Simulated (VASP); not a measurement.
# Li2S (Fm-3m) in VASP: further runs, part 2 of 2

VASP 6.6.1. The steps go on from the part before.

### Step 4. Single point, PBE

This run uses another cell than the first one, of 14.93 Å³/atom, 1.058 times its volume.

File INCAR:

```
  PREC = Accurate
  ENCUT = 750
  EDIFF = 1E-6
  ISMEAR = 1
  SIGMA = 0.02
  LREAL = False
  LASPH = True
  NELM = 120
  ALGO = Normal
  ISIF = 2
  LWAVE = False
  LCHARG = False
  GGA = PE
  NBANDS = 13
  GGA_COMPAT = False
```

File KPOINTS:

```
Automatic mesh
0
Gamma
  6 6 6
```

File POSCAR:

```
Li2S
1.0
    0.0000000000      2.8189874149      2.8189874149
    2.8189874149      0.0000000000      2.8189874149
    2.8189874149      2.8189874149      0.0000000000
Li S
2 1
Direct
    0.2500000000      0.2500000000      0.2500000000
    0.7500000000      0.7500000000      0.7500000000
    0.0000000000      0.0000000000      0.0000000000
```

Potentials or basis: VASP PAW PBE potentials, release 64 (Li_sv, S).

Run with:

```
> cat potpaw_PBE.64/Li_sv/POTCAR potpaw_PBE.64/S/POTCAR > POTCAR
> mpirun -np 1 vasp_std > vasp.out
```

OUTCAR:

```text
PREC = Accurate
   ENCUT = 750
   EDIFF = 1E-6
   ISMEAR = 1
   LREAL = False
   LASPH = True
   NELM = 120
   ISIF = 2
   GGA = PE

 ion  position               nearest neighbor table
   1  0.250  0.250  0.250-   3 2.44   3 2.44   3 2.44   3 2.44
   2  0.750  0.750  0.750-   3 2.44   3 2.44   3 2.44   3 2.44
   3  0.000  0.000  0.000-   2 2.44   2 2.44   2 2.44   1 2.44   1 2.44   1 2.44   2 2.44   1 2.44

  LATTYP: Found a face centered cubic cell.
 ALAT       =     5.6379748298

  Lattice vectors:

 A1 = (   0.0000000000,   2.8189874149,   2.8189874149)
 A2 = (   2.8189874149,   0.0000000000,   2.8189874149)
 A3 = (   2.8189874149,   2.8189874149,   0.0000000000)

Analysis of symmetry for initial positions (statically):
=====================================================================
 Subroutine PRICEL returns:
 Original cell was already a primitive cell.

 Routine SETGRP: Setting up the symmetry group for a
 face centered cubic supercell.

 Subroutine GETGRP returns: Found 48 space group operations
 (whereof 48 operations were pure point group operations)
 out of a pool of 48 trial point group operations.

The static configuration has the point symmetry O_h .

Analysis of symmetry for dynamics (positions and initial velocities):
=====================================================================
 Subroutine PRICEL returns:
 Original cell was already a primitive cell.

 Routine SETGRP: Setting up the symmetry group for a
 face centered cubic supercell.

 Subroutine GETGRP returns: Found 48 space group operations
 (whereof 48 operations were pure point group operations)
 out of a pool of 48 trial point group operations.

The dynamic configuration has the point symmetry O_h .

 Subroutine INISYM returns: Found 48 space group operations
 (whereof 48 operations are pure point group operations),
 and found     1 'primitive' translations

----------------------------------------------------------------------------------------

                                     Primitive cell

  volume of cell :      44.8032

  direct lattice vectors                    reciprocal lattice vectors
     0.000000000  2.818987415  2.818987415    -0.177368653  0.177368653  0.177368653
     2.818987415  0.000000000  2.818987415     0.177368653 -0.177368653  0.177368653
     2.818987415  2.818987415  0.000000000     0.177368653  0.177368653 -0.177368653

  length of vectors
     3.986650234  3.986650234  3.986650234     0.307211518  0.307211518  0.307211518

  position of ions in fractional coordinates (direct lattice)
     0.250000000  0.250000000  0.250000000
     0.750000000  0.750000000  0.750000000
     0.000000000  0.000000000  0.000000000

  ion indices of the primitive-cell ions
   primitive index   ion index
                 1           1
                 2           2
                 3           3

----------------------------------------------------------------------------------------

 KPOINTS: Automatic mesh

Automatic generation of k-mesh.
 Grid dimensions read from file:
 generate k-points for:    6    6    6

 Generating k-lattice:
[... 33 lines left out ...]
 -0.333333  0.333333  0.166667     24.000000
 -0.333333  0.500000  0.166667     12.000000
   k-points           NKPTS =     16   k-points in BZ     NKDIM =     16   number of bands    NBANDS=     13
   number of dos      NEDOS =    301   number of ions     NIONS =      3
   total plane-waves  NPLWV =  46656
   dimension x,y,z NGX =    36 NGY =   36 NGZ =   36
   dimension x,y,z NGXF=    72 NGYF=   72 NGZF=   72
   ions per type =               2   1
   NGX,Y,Z   is equivalent  to a cutoff of  15.01, 15.01, 15.01 a.u.
   NGXF,Y,Z  is equivalent  to a cutoff of  30.02, 30.02, 30.02 a.u.
 SYSTEM =  unknown system
   PREC   = accura    normal or accurate (medium, high low for compatibility)
   ISTART =      0    job   : 0-new  1-cont  2-samecut
   ICHARG =      2    charge: 1-file 2-atom 10-const
   ISPIN  =      1    spin polarized calculation?
   LNONCOLLINEAR =      F non collinear calculations
   LSORBIT =      F    spin-orbit coupling
   LASPH  =      T    aspherical Exc in radial PAW
   ENCUT  =  750.0 eV  55.12 Ry    7.42 a.u.   8.90  8.90  8.90*2*pi/ulx,y,z
   NELM   =    120;   NELMIN=  2; NELMDL= -5     # of ELM steps
   EDIFF  = 0.1E-05   stopping-criterion for ELM
   LREAL  =      F    real-space projection
   EDIFFG = 0.1E-04   stopping-criterion for IOM
   NSW    =      0    number of steps for IOM
   IBRION =     -1    ionic relax: 0-MD 1-quasi-New 2-CG
   NFREE  =      0    steps in history (QN), initial steepest desc. (CG)
   ISIF   =      2    stress and relaxation
   ISYM   =      2    0-nonsym 1-usesym 2-fastsym
   POTIM  = 0.5000    time-step for ionic-motion
   TEBEG  =    0.0;   TEEND  =   0.0 temperature during run
   PSTRESS=    0.0 pullay stress
   NELECT =      12.0000    total number of electrons
   NUPDOWN=      -1.0000    fix difference up-down
   EMIN   =  10.00;   EMAX   =-10.00  energy-range for DOS
   EFERMI =   0.00;   METHOD = LEGACY
   ISMEAR =     1;   SIGMA  =   0.02  broadening in eV -4-tet -1-fermi 0-gaus
   EFERMI_NEDOS =   21; number of points for ismear=-14 and -15
   IALGO  =     38    algorithm
   IMIX   =      4    mixing-type and parameters
     AMIX     =   0.40;   BMIX     =  1.00
     AMIX_MAG =   1.60;   BMIX_MAG =  1.00
  volume/ion in A,a.u.               =      14.93       100.78
  Fermi-wavevector in a.u.,A,eV,Ry     =   1.055275  1.994180 15.151506  1.113604
  Thomas-Fermi vector in A             =   2.190467
   LORBIT       =      0    0 simple, 1 ext, 2 COOP (PROOUT), +10 PAW based schemes
   GGA     = PE    functional components
   LHFCALC =     F    Hartree Fock is set to
   AEXX    =    0.0000 exact exchange contribution
   IVDW    =     0    specifies the selected vdW correction
   LEPSILON=     F    determine dielectric tensor
   LRPA    =     F    only Hartree local field effects (RPA)
 non-spin polarized calculation
 Methfessel and Paxton  Order N= 1 SIGMA  =   0.02
  energy-cutoff  :      750.00
  volume of cell :       44.80
 maximum number of plane-waves:      2114
   NGX = 17   NGY = 17   NGZ = 17

 number of electron      11.9999996 magnetization

 Free energy of the ion-electron system (eV)
  ---------------------------------------------------
  ext. energy  EPLUGINS =         0.00000000
  ---------------------------------------------------
  free energy    TOTEN  =       -11.98733807 eV

  energy without entropy =      -11.98735417  energy(sigma->0) =      -11.98734344

 E-fermi :   1.6779     XC(G=0):  -8.6282

 val. band max:        1.6610681115   @ k =   0.0000   0.0000   0.0000
 cond. band min:       5.0289819928   @ k =   0.5000   0.5000   0.0000
 fundamental gap:      3.3679138813
 Fermi energy:         1.6779057493

 k-point     1 :       0.0000    0.0000    0.0000
  band No.  band energies     occupation
      1     -42.4522      2.00000
      2     -42.4040      2.00000
      3      -9.4496      2.00000
      4       1.6611      2.00000
      5       1.6611      2.00000
      6       1.6611      2.00000
      7       6.0947      0.00000
      8       7.9050      0.00000
      9       7.9050      0.00000
     10       7.9050      0.00000
     11      12.9235      0.00000
     12      12.9235      0.00000
     13      14.2508      0.00000
[... 226 lines left out ...]
  band No.  band energies     occupation
      1     -42.4308      2.00000
      2     -42.4228      2.00000
      3      -8.8483      2.00000
      4      -0.4070      2.00000
      5      -0.0982      2.00000
      6      -0.0352      2.00000
      7       6.3599      0.00000
      8       9.6963      0.00000
      9      10.1548      0.00000
     10      11.8839      0.00000
     11      13.3860      0.00000
     12      14.3321      0.00000
     13      14.4011      0.00000

------------------------ aborting loop because EDIFF is reached ----------------------------------------

  FORCE on cell =-STRESS in cart. coord.  units (eV):
  Direction    XX          YY          ZZ          XY          YZ          ZX
  --------------------------------------------------------------------------------------
  -------------------------------------------------------------------------------------
  Total        0.3999620      0.3999620      0.3999620      0.0000000     -0.0000000      0.0000000
  in kB       14.3027620     14.3027620     14.3027620      0.0000000     -0.0000000      0.0000000
  external PRESSURE =      14.3027620 kB  Pullay stress =       0.0000000 kB

 VOLUME and BASIS-vectors are now :
 -----------------------------------------------------------------------------
  energy-cutoff  :      750.00
  volume of cell :       44.80
      direct lattice vectors                 reciprocal lattice vectors
     0.000000000  2.818987415  2.818987415    -0.177368653  0.177368653  0.177368653
     2.818987415  0.000000000  2.818987415     0.177368653 -0.177368653  0.177368653
     2.818987415  2.818987415  0.000000000     0.177368653  0.177368653 -0.177368653

 POSITION                                       TOTAL-FORCE (eV/Angst)
 -----------------------------------------------------------------------------------
      1.40949      1.40949      1.40949         0.000000      0.000000      0.000000
      4.22848      4.22848      4.22848        -0.000000     -0.000000     -0.000000
      0.00000      0.00000      0.00000         0.000000     -0.000000     -0.000000
 -----------------------------------------------------------------------------------
    total drift:                                0.000000      0.000000      0.000000

  FREE ENERGIE OF THE ION-ELECTRON SYSTEM (eV)
  ---------------------------------------------------
  free  energy   TOTEN  =       -11.9873380696 eV

  energy  without entropy=      -11.9873541749  energy(sigma->0) =      -11.98734344
```

OSZICAR:

```text
N       E                     dE             d eps       ncg     rms          rms(c)
DAV:   1     0.563575928953E+02    0.56358E+02   -0.64209E+03   416   0.115E+03
DAV:   2    -0.433028730359E+01   -0.60688E+02   -0.56352E+02   502   0.231E+02
DAV:   3    -0.120902631399E+02   -0.77600E+01   -0.77137E+01   780   0.535E+01
DAV:   4    -0.122814992647E+02   -0.19124E+00   -0.19111E+00   572   0.111E+01
DAV:   5    -0.122868138227E+02   -0.53146E-02   -0.52983E-02   669   0.137E+00    0.394E+00
DAV:   6    -0.119933623289E+02    0.29345E+00   -0.48945E-01   507   0.282E+00    0.297E+00
DAV:   7    -0.119769792485E+02    0.16383E-01   -0.13673E-01   584   0.167E+00    0.182E+00
DAV:   8    -0.119876609356E+02   -0.10682E-01   -0.27331E-02   537   0.921E-01    0.741E-01
DAV:   9    -0.119871978043E+02    0.46313E-03   -0.94750E-04   587   0.182E-01    0.476E-01
DAV:  10    -0.119873497036E+02   -0.15190E-03   -0.13237E-03   476   0.180E-01    0.244E-01
DAV:  11    -0.119873359308E+02    0.13773E-04   -0.66746E-05   575   0.563E-02    0.986E-02
DAV:  12    -0.119873385026E+02   -0.25718E-05   -0.20597E-06   541   0.111E-02    0.723E-02
DAV:  13    -0.119873381219E+02    0.38068E-06   -0.11220E-05   565   0.160E-02    0.927E-03
DAV:  14    -0.119873380696E+02    0.52293E-07   -0.33474E-07   298   0.512E-03
   1 F= -.11987338E+02 E0= -.11987343E+02  d E =0.161053E-04
```

It took 8.3 s on 1 thread of Intel Xeon 6975P-C (Granite Rapids), shared host; peak memory 0.19 GiB.

Results:

```yaml
Free_energy: -11.9873 eV
Pressure: 1.4 GPa
Band_gap_on_the_k_mesh: 3.37 eV, indirect (least direct gap 4.43 eV)
```

Levels at points of the mesh, in eV from the valence-band top:
```
           k point  band 2  band 3  band 4  band 5  band 6  band 7  band 8  band 9  band 10  band 11
(0.00, 0.00, 0.00)  -44.07  -11.11    0.00    0.00    0.00    4.43    6.24    6.24     6.24    11.26
(0.50, 0.00, 0.00)  -44.09  -10.65   -2.98   -0.53   -0.53    6.25    6.59    6.59     8.57    13.03
(0.50, 0.50, 0.00)  -44.08  -10.52   -2.23   -1.48   -1.48    3.37    7.17   11.33    11.33    12.45
```

A k mesh can miss the band edges.

### Step 5. Single point, PBE

This run uses another cell than the first one, of 15.34 Å³/atom, 1.087 times its volume.

File INCAR:

```
SYSTEM = Li2S
  PREC = Accurate
  ENCUT = 750
  EDIFF = 1E-6
  ISMEAR = 1
  SIGMA = 0.02
  LREAL = .FALSE.
  LASPH = .TRUE.
  NELM = 120
  ALGO = Normal
  ISIF = 2
  LWAVE = .FALSE.
  LCHARG = .TRUE.
  GGA = PE
  LELF = .TRUE.
  LVHAR = .TRUE.
  NBANDS = 13
  GGA_COMPAT = .FALSE.
```

File KPOINTS:

```
regular mesh
0
G
  6 6 6
  0 0 0
```

File POSCAR:

```
Li2S
1.0
    0.0000000000      2.8445000000      2.8445000000
    2.8445000000      0.0000000000      2.8445000000
    2.8445000000      2.8445000000      0.0000000000
Li S
2 1
Direct
    0.2500000000      0.2500000000      0.2500000000
    0.7500000000      0.7500000000      0.7500000000
    0.0000000000      0.0000000000      0.0000000000
```

Run with:

```
> cat potpaw_PBE.64/Li_sv/POTCAR potpaw_PBE.64/S/POTCAR > POTCAR
> mpirun -np 1 vasp_std > vasp.out
```

Wall time 9 s (1 thread of Intel Xeon 6975P-C (Granite Rapids), shared host); peak memory 0.19 GiB.

It converged, with:

```yaml
Free_energy: -11.9944 eV
Pressure: 0.2 GPa
Band_gap_on_the_k_mesh: 3.39 eV, indirect (least direct gap 4.29 eV)
```

Levels at points of the mesh, in eV from the valence-band top:
```
           k point  band 2  band 3  band 4  band 5  band 6  band 7  band 8  band 9  band 10  band 11
(0.00, 0.00, 0.00)  -44.12  -11.04    0.00    0.00    0.00    4.29    6.23    6.23     6.23    11.19
(0.50, 0.00, 0.00)  -44.14  -10.60   -2.89   -0.51   -0.51    6.13    6.58    6.58     8.44    12.84
(0.50, 0.50, 0.00)  -44.13  -10.47   -2.18   -1.43   -1.43    3.39    7.10   11.13    11.13    12.15
```

A k mesh can miss the band edges.

### Step 6. The runs side by side

| cell | gap on the mesh (eV) | pressure (GPa) |
| --- | --- | --- |
| a = 3.912 Å, angles 60.0°, 3 atoms | 3.32 | 4.3 |
| a = 3.950 Å, angles 60.0°, 3 atoms | 3.35 | 2.8 |
| a = 3.987 Å, angles 60.0°, 3 atoms | 3.37 | 1.4 |
| a = 4.023 Å, angles 60.0°, 3 atoms | 3.39 | 0.2 |

Alike in all rows: task single point; level PBE; potentials or basis VASP PAW PBE potentials, release 64 (Li_sv, S); no spin polarisation; k mesh 6 × 6 × 6; cutoff (eV) 750; smearing methfessel-paxton 0.02 eV.

Absolute energies hang on the potentials; compare differences alone.
